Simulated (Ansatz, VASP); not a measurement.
Two plane-wave programs on As

```
As
1.0
     1.83905   -1.06178    3.10873
     0.00000    2.12355    3.10873
    -1.83905   -1.06178    3.10873
As
2
Direct
  0.23691 0.23691 0.23691
  0.76309 0.76309 0.76309
```

Change from the starting cell: volume scaled by 0.8, PAW files.

Alike in both runs: task single point; functional PBE; k mesh 14 × 14 × 14; occupations fermi-dirac, width 0.1 eV; no spin polarisation.

|  | VASP | Ansatz |
| --- | --- | --- |
| version | VASP 6.6.1 | Ansatz 0.2.0 |
| potentials or method | VASP PAW PBE potentials, release 64 (As_d) | PAW with Ansatz's default frozen-core files, scalar-relativistic |
| plane-wave cutoff (eV) | 600 | 420 |
| valence electrons in the cell | 30 | 30 |

|  | VASP | Ansatz | Ansatz less VASP |
| --- | --- | --- | --- |
| pressure (GPa) | 14.7 | 14.5 | -0.10 |
| traceless stress, the component that is largest in VASP (GPa) | -0.05 | -0.05 | +0.002 |

With one functional, cell and mesh, what is left measures potentials, basis and numerics.
